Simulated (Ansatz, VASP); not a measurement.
# Be2Se in VASP and in Ansatz

```
Be Se
1.0
     2.84508    0.00000    0.00000
    -1.42254    2.46391    0.00000
     0.00000    0.00000   11.06621
Be Se
4 2
Direct
  0.33333 0.66667 0.62750
  0.66667 0.33333 0.12750
  0.33333 0.66667 0.87250
  0.66667 0.33333 0.37250
  0.33333 0.66667 0.25000
  0.66667 0.33333 0.75000
```

Alike in both runs: task single point; functional PBE; k mesh 6 × 6 × 2; occupations gaussian, width 0.1 eV; no spin polarisation.

```csv
,VASP,Ansatz
version,VASP 6.6.1,Ansatz 0.2.0
potentials or method,"VASP PAW PBE potentials, release 64 (Be, Se), cutoff 520 eV","scalar-relativistic, plane waves, PAW"
valence electrons in the cell,20,40
```

```csv
,VASP,Ansatz,Ansatz less VASP
gap on the k mesh at the Fermi level (eV),none,none,-
rms of the force components (eV/Å),1.021,0.992,-0.0289
```

Atom by atom the forces differ by 0.029 eV/Å (rms over components). A gap of «none» marks a metal or a gap that the smearing closes. VASP's potentials hold 20 valence electrons a cell and Ansatz's 40, so a difference there can come from the potentials and not from the codes.

The k mesh is coarse, so the values compare programs but aren't converged.
